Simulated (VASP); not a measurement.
# SiO2 (I-42d) in VASP: further runs

SiO2 is run at these levels: LDA; tasks: single point.

All numbers are computed with VASP 6.6.1; they aren't measurements. Logs are shortened: lines on timing, memory, paths and dates and some standing lists are left out, and cuts for length are marked.

### Step 1. The cell of the first run

It takes space group I-42d (No. 122, tetragonal). Conventional cell: a = 3.621 Å, b = 3.621 Å, c = 7.893 Å, α = 90.00°, β = 90.00°, γ = 90.00°. Si (site symmetry -4) has 4 O at 1.60 Å within 2.1 Å. O (site symmetry 2) has 2 Si at 1.60 Å within 2.1 Å.

### Step 2. Single point, LDA

Input file INCAR:

```
SYSTEM = SiO2
PREC = Accurate
ENCUT = 520
EDIFF = 1E-6
ISMEAR = 0
SIGMA = 0.02
LREAL = .FALSE.
LASPH = .TRUE.
NELM = 80
ALGO = Normal
ISIF = 2
LWAVE = .FALSE.
LCHARG = .FALSE.
NBANDS = 25
```

Input file KPOINTS:

```
Automatic mesh
0
G
  8 8 8
  0 0 0
```

Input file POSCAR:

```
SiO2
1.0
   -1.8105538595      1.8105538595      3.9466748897
    1.8105538595     -1.8105538595      3.9466748897
    1.8105538595      1.8105538595     -3.9466748897
Si O
2 4
Direct
    0.0000000000      0.0000000000      0.0000000000
    0.7500000000      0.2500000000      0.5000000000
    0.3750000000      0.3654448716      0.4904448716
    1.1154448716      0.6250000000      0.9904448716
    0.6345551284      0.1250000000      0.0095551284
    0.8750000000     -0.1154448716      0.5095551284
```

Potentials or basis: VASP PAW LDA potentials, release 64 (Si, O).

Command:

```bash
$ cat potpaw_LDA.64/Si/POTCAR potpaw_LDA.64/O/POTCAR > POTCAR
$ mpirun -np 1 vasp_std > vasp.out
```

OUTCAR:

```text
SYSTEM = SiO2
   PREC = Accurate
   ENCUT = 520
   EDIFF = 1E-6
   ISMEAR = 0
   LREAL = .FALSE.
   LASPH = .TRUE.
   NELM = 80
   ISIF = 2

 ion  position               nearest neighbor table
   1  0.000  0.000  0.000-   4 1.60   5 1.60   6 1.60   3 1.60   2 2.68   2 2.68   2 2.68   2 2.68

   2  0.750  0.250  0.500-   3 1.60   5 1.60   6 1.60   4 1.60   1 2.68   1 2.68   1 2.68   1 2.68

   3  0.375  0.365  0.490-   2 1.60   1 1.60
   4  0.115  0.625  0.990-   1 1.60   2 1.60
   5  0.635  0.125  0.010-   1 1.60   2 1.60
   6  0.875  0.885  0.510-   1 1.60   2 1.60

  LATTYP: Found a body centered tetragonal cell.
 ALAT       =     3.6211077190
 C/A-ratio  =     2.1798163413

  Lattice vectors:

 A1 = (  -1.8105538595,   1.8105538595,   3.9466748897)
 A2 = (   1.8105538595,  -1.8105538595,   3.9466748897)
 A3 = (   1.8105538595,   1.8105538595,  -3.9466748897)

Analysis of symmetry for initial positions (statically):
=====================================================================
 Subroutine PRICEL returns:
 Original cell was already a primitive cell.

 Routine SETGRP: Setting up the symmetry group for a
 body centered tetragonal supercell.

 Subroutine GETGRP returns: Found  8 space group operations
 (whereof  4 operations were pure point group operations)
 out of a pool of 16 trial point group operations.

The static configuration has the point symmetry S_4 .
 The point group associated with its full space group is D_2d.

Analysis of symmetry for dynamics (positions and initial velocities):
=====================================================================
 Subroutine PRICEL returns:
 Original cell was already a primitive cell.

 Routine SETGRP: Setting up the symmetry group for a
 body centered tetragonal supercell.

 Subroutine GETGRP returns: Found  8 space group operations
 (whereof  4 operations were pure point group operations)
 out of a pool of 16 trial point group operations.

The dynamic configuration has the point symmetry S_4 .
 The point group associated with its full space group is D_2d.

 Subroutine INISYM returns: Found  8 space group operations
 (whereof  4 operations are pure point group operations),
 and found     1 'primitive' translations

----------------------------------------------------------------------------------------

                                     Primitive cell

  volume of cell :      51.7505

[... 94 lines left out ...]
   ENCUT  =  520.0 eV  38.22 Ry    6.18 a.u.   8.75  8.75  8.75*2*pi/ulx,y,z
   NELM   =     80;   NELMIN=  2; NELMDL= -5     # of ELM steps
   EDIFF  = 0.1E-05   stopping-criterion for ELM
   LREAL  =      F    real-space projection
   EDIFFG = 0.1E-04   stopping-criterion for IOM
   NSW    =      0    number of steps for IOM
   IBRION =     -1    ionic relax: 0-MD 1-quasi-New 2-CG
   NFREE  =      0    steps in history (QN), initial steepest desc. (CG)
   ISIF   =      2    stress and relaxation
   ISYM   =      2    0-nonsym 1-usesym 2-fastsym
   POTIM  = 0.5000    time-step for ionic-motion
   TEBEG  =    0.0;   TEEND  =   0.0 temperature during run
   PSTRESS=    0.0 pullay stress
   NELECT =      32.0000    total number of electrons
   NUPDOWN=      -1.0000    fix difference up-down
   EMIN   =  10.00;   EMAX   =-10.00  energy-range for DOS
   EFERMI =   0.00;   METHOD = LEGACY
   ISMEAR =     0;   SIGMA  =   0.02  broadening in eV -4-tet -1-fermi 0-gaus
   EFERMI_NEDOS =   21; number of points for ismear=-14 and -15
   IALGO  =     38    algorithm
   IMIX   =      4    mixing-type and parameters
     AMIX     =   0.40;   BMIX     =  1.00
     AMIX_MAG =   1.60;   BMIX_MAG =  1.00
  volume/ion in A,a.u.               =       8.63        58.20
  Fermi-wavevector in a.u.,A,eV,Ry     =   1.394719  2.635637 26.466615  1.945241
  Thomas-Fermi vector in A             =   2.518241
   LORBIT       =      0    0 simple, 1 ext, 2 COOP (PROOUT), +10 PAW based schemes
   GGA     = CA    functional components
   LHFCALC =     F    Hartree Fock is set to
   AEXX    =    0.0000 exact exchange contribution
   IVDW    =     0    specifies the selected vdW correction
   LEPSILON=     F    determine dielectric tensor
   LRPA    =     F    only Hartree local field effects (RPA)
 non-spin polarized calculation
 Gauss-broadening in eV      SIGMA  =   0.02
  energy-cutoff  :      520.00
  volume of cell :       51.75
 maximum number of plane-waves:      1422
   NGX = 17   NGY = 17   NGZ = 17

 number of electron      32.0000002 magnetization

 Free energy of the ion-electron system (eV)
  ---------------------------------------------------
  ext. energy  EPLUGINS =         0.00000000
  ---------------------------------------------------
  free energy    TOTEN  =       -49.86818151 eV

  energy without entropy =      -49.86818151  energy(sigma->0) =      -49.86818151

 E-fermi :   5.1081     XC(G=0): -12.0381

 val. band max:        4.9506445661   @ k =   0.5000   0.5000   0.0000
 cond. band min:      11.3215701257   @ k =   0.5000   0.5000   0.5000
 fundamental gap:      6.3709255596
 Fermi energy:         5.1080606157

 k-point     1 :       0.0000    0.0000    0.0000
  band No.  band energies     occupation
      1     -15.6368      2.00000
      2     -12.7377      2.00000
      3     -12.0017      2.00000
      4     -12.0017      2.00000
      5      -3.6238      2.00000
      6      -0.4945      2.00000
[... 661 lines left out ...]
     24      19.3575      0.00000
     25      21.3760      0.00000

 [... further k-points ...]
[... 5 lines left out ...]
  --------------------------------------------------------------------------------------
  -------------------------------------------------------------------------------------
  Total       10.0859502     10.0859502     10.3465874      0.0000000      0.0000000      0.0000000
  in kB      312.2577020    312.2577020    320.3269451      0.0000000      0.0000000      0.0000000
  external PRESSURE =     314.9474497 kB  Pullay stress =       0.0000000 kB

 VOLUME and BASIS-vectors are now :
 -----------------------------------------------------------------------------
  energy-cutoff  :      520.00
  volume of cell :       51.75
      direct lattice vectors                 reciprocal lattice vectors
    -1.810553859  1.810553859  3.946674890     0.000000000  0.276158589  0.126688925
     1.810553859 -1.810553859  3.946674890     0.276158589  0.000000000  0.126688925
     1.810553859  1.810553859 -3.946674890     0.276158589  0.276158589  0.000000000

 POSITION                                       TOTAL-FORCE (eV/Angst)
 -----------------------------------------------------------------------------------
      0.00000      0.00000      0.00000        -0.000000      0.000000     -0.000000
     -0.00000      1.81055      1.97334        -0.000000      0.000000      0.000000
      0.87068      0.90528      0.98667         0.096973      0.000000      0.000000
      2.71583      0.87068     -0.98667        -0.000000      0.096973      0.000000
     -0.90528      0.93988      2.96001        -0.000000     -0.096973      0.000000
      0.93988      0.90528      4.93334        -0.096973      0.000000      0.000000
 -----------------------------------------------------------------------------------
    total drift:                               -0.000000     -0.000000     -0.000001

  FREE ENERGIE OF THE ION-ELECTRON SYSTEM (eV)
  ---------------------------------------------------
  free  energy   TOTEN  =       -49.8681815100 eV

  energy  without entropy=      -49.8681815100  energy(sigma->0) =      -49.86818151
```

Wall time 34 s (1 thread of Intel Xeon 6975P-C (Granite Rapids), shared host); peak memory 0.19 GiB.

What came out:

```yaml
Free_energy: -49.8682 eV
Pressure: 31.5 GPa
Largest_force: 0.097 eV/Å
Band_gap_on_the_k_mesh: 6.37 eV, indirect (least direct gap 6.58 eV)
```

Forces in eV/Å, atoms in the order of the input:
```
Si   0.000  0.000  0.000
Si   0.000  0.000  0.000
O    0.097  0.000  0.000
O    0.000  0.097  0.000
O    0.000 -0.097  0.000
O   -0.097  0.000  0.000
```

Levels at points of the mesh, in eV from the valence-band top:
| k point | band 14 | band 15 | band 16 | band 17 | band 18 | band 19 |
| --- | --- | --- | --- | --- | --- | --- |
| (0.00, 0.00, 0.00) | -0.86 | -0.48 | -0.48 | 6.58 | 6.82 | 8.62 |
| (0.50, 0.00, 0.00) | -1.53 | -0.92 | -0.47 | 9.17 | 9.36 | 9.66 |
| (0.50, 0.50, 0.00) | -0.29 | 0.00 | 0.00 | 10.03 | 10.03 | 11.21 |
| (0.50, 0.50, 0.50) | -1.28 | -0.21 | -0.21 | 6.37 | 6.37 | 8.98 |

### Step 3. Single point, LDA

This run uses another cell than the first one, of 9.74 Å³/atom, 1.129 times its volume.

Input file INCAR:

```
SYSTEM = SiO2
  PREC = Accurate
  ENCUT = 520
  EDIFF = 1E-6
  ISMEAR = 0
  SIGMA = 0.02
  LREAL = .FALSE.
  LASPH = .TRUE.
  NELM = 80
  ALGO = Normal
  ISIF = 2
  LWAVE = .FALSE.
  LCHARG = .FALSE.
  GGA = CA
  NBANDS = 25
```

KPOINTS is that of step 2.

Input file POSCAR:

```
SiO2
1.0
   -1.9409858671      1.9409858671      3.8770416432
    1.9409858671     -1.9409858671      3.8770416432
    1.9409858671      1.9409858671     -3.8770416432
Si O
2 4
Direct
    0.0000000000      0.0000000000      0.0000000000
    0.7500000000      0.2500000000      0.5000000000
    0.3750000000      0.3400692351      0.4650692351
    1.0900692351      0.6250000000      0.9650692351
    0.6599307649      0.1250000000      0.0349307649
    0.8750000000     -0.0900692351      0.5349307649
```

Potentials or basis: VASP PAW LDA potentials, release 64 (Si, O).

Command:

```bash
$ cat potpaw_LDA.64/Si/POTCAR potpaw_LDA.64/O/POTCAR > POTCAR
$ mpirun -np 1 vasp_std > vasp.out
```

Wall time 34 s (1 thread of Intel Xeon 6975P-C (Granite Rapids), shared host); peak memory 0.2 GiB.

It converged, with:

- Free energy: -50.7741 eV
- Pressure: 16.2 GPa
- Largest force: 0.083 eV/Å
- Band gap on the k mesh: 6.47 eV, indirect (least direct gap 6.89 eV)

Forces on the atoms (eV/Å):
```
Si   0.000  0.000  0.000
Si   0.000  0.000  0.000
O    0.083  0.000  0.000
O    0.000  0.083  0.000
O    0.000 -0.083  0.000
O   -0.083  0.000  0.000
```

Stress tensor (GPa, compression positive):
```
15.98  0.00  0.00
 0.00 15.98  0.00
 0.00  0.00 16.62
```

Levels at points of the mesh, in eV from the valence-band top:
```tsv
k point	band 14	band 15	band 16	band 17	band 18	band 19
(0.00, 0.00, 0.00)	-0.79	-0.43	-0.43	6.47	7.17	9.55
(0.50, 0.00, 0.00)	-1.19	-0.29	-0.24	9.17	9.39	9.68
(0.50, 0.50, 0.00)	-0.29	-0.05	-0.05	10.28	10.28	10.86
(0.50, 0.50, 0.50)	-1.48	-0.06	-0.06	7.27	7.27	9.13
```

A k mesh can miss the band edges.
